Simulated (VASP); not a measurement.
Set up this calculation in VASP 6.6.1, as the native input.

```yaml
Task: single point
Functional: r2SCAN
Potentials_or_basis: VASP PAW PBE potentials, release 64 (Na_pv)
Cutoff: 520 eV
k_mesh: 6 × 6 × 4
Occupations: gaussian, width 0.1 eV
Spin: no spin polarisation
Dipole_correction: no
Further_INCAR_settings: ALGO = Normal; EDIFF = 1e-06; NBANDS = 14
```

Crystal: Na.

```
Na
1.0
     3.76700    0.00000    0.00000
    -1.88350    3.26232    0.00000
     0.00000    0.00000    6.15400
Na
2
Direct
  0.33333 0.66667 0.25000
  0.66667 0.33333 0.75000
```

The input as run:

POSCAR

```
Na
1.0
    3.7670009976      0.0000000000      0.0000000000
   -1.8835004988      3.2623185600      0.0000000000
    0.0000000000      0.0000000000      6.1540000000
Na
2
Direct
    0.3333333333      0.6666666667      0.2500000000
    0.6666666667      0.3333333333      0.7500000000
```

INCAR.step1

```
SYSTEM = Na
PREC = Accurate
ENCUT = 520
ISMEAR = 0
SIGMA = 0.1
LREAL = .False.
LASPH = .True.
NELM = 100
NBANDS = 14
GGA = PE
ALGO = Normal
EDIFF = 1E-4
LWAVE = .True.
LCHARG = .False.
```

INCAR.step2

```
SYSTEM = Na
PREC = Accurate
ENCUT = 520
EDIFF = 1E-6
ISMEAR = 0
SIGMA = 0.1
LREAL = .False.
LASPH = .True.
NELM = 100
ALGO = Normal
ISIF = 2
LWAVE = .False.
LCHARG = .True.
METAGGA = R2SCAN
LMIXTAU = .True.
LELF = .True.
LVHAR = .True.
NBANDS = 14
ISTART = 1
```

KPOINTS

```
Automatic mesh
0
Gamma
  6 6 4
  0 0 0
```

Potentials or basis: VASP PAW PBE potentials, release 64 (Na_pv).

Command:

```bash
$ cat potpaw_PBE.64/Na_pv/POTCAR > POTCAR
$ cp INCAR.step1 INCAR
$ mpirun -np 1 vasp_std > vasp.out
$ cp INCAR.step2 INCAR
$ mpirun -np 1 vasp_std > vasp.out
```

It gave:

| Item | Value |
| --- | --- |
| Pressure | 0.0 GPa |
| Band gap on the k mesh | zero (band 7 reaches 2.44 eV, above the bottom of band 8 at -2.07 eV) |

Caveat: the PAW data sets were made with another functional, which shifts forces and pressure a little.

Run time: 41 s on 1 thread of Intel(R) Xeon(R) Platinum 8488C (Sapphire Rapids), on a shared host, peak memory 0.18 GiB.
